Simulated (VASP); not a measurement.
Input of a VASP 6.6.1 run:

The input INCAR:

```
ALGO     = Normal         # electronic algorithm
EDIFF    = 1E-6           # SCF threshold, eV
EDIFFG   = -0.005         # ionic threshold
ENCUT    = 600            # plane-wave cutoff, eV
GGA      = PE             # functional
IBRION   = 2              # ionic algorithm
ISIF     = 3              # what is computed and relaxed
ISMEAR   = -1             # smearing method
LASPH    = T              # aspherical terms in the spheres
LCHARG   = F              # write CHGCAR
LREAL    = F              # projectors in reciprocal space
LWAVE    = F              # write WAVECAR
NELM     = 100            # most SCF steps
NSW      = 32             # ionic steps
PREC     = Accurate       # precision mode
PSTRESS  = 87.0         
SIGMA    = 0.08           # smearing width, eV
```

File KPOINTS:

```
k-points
0
Gamma
  17 17 17
```

POSCAR

```
W
1.0
   -1.5775351810      1.5775351810      1.5775351810
    1.5775351810     -1.5775351810      1.5775351810
    1.5775351810      1.5775351810     -1.5775351810
W
1
Direct
    0.0000000000      0.0000000000      0.0000000000
```

Potentials or basis: VASP PAW PBE potentials, release 64 (W_sv).

The run is started by

```console
$ cat potpaw_PBE.64/W_sv/POTCAR > POTCAR
$ mpirun -np 1 vasp_std > vasp.out
```

Question: What does it give for the relaxed volume?

Answer: 15.74 Å³/atom.

Question: What does it give for the relaxed cell?

Answer: a = 2.734 Å, b = 2.734 Å, c = 2.734 Å, α = 109.47°, β = 109.47°, γ = 109.47°.

Question: Estimate the space group after relaxing (to 0.1 Å).

Answer: Im-3m (No. 229).

The path:
| step | energy change (eV) | largest force (eV/Å) | pressure (GPa) | volume (Å³) |
| --- | --- | --- | --- | --- |
| 1 | 0.0000 | 0.0000 | 9.39 | 15.70 |
| 2 | -0.0074 | 0.0000 | 6.12 | 15.86 |
| 3 | -0.0018 | 0.0000 | 8.70 | 15.74 |

Caveat: the cell is relaxed towards a set pressure, so the run minimises the enthalpy, not the energy.
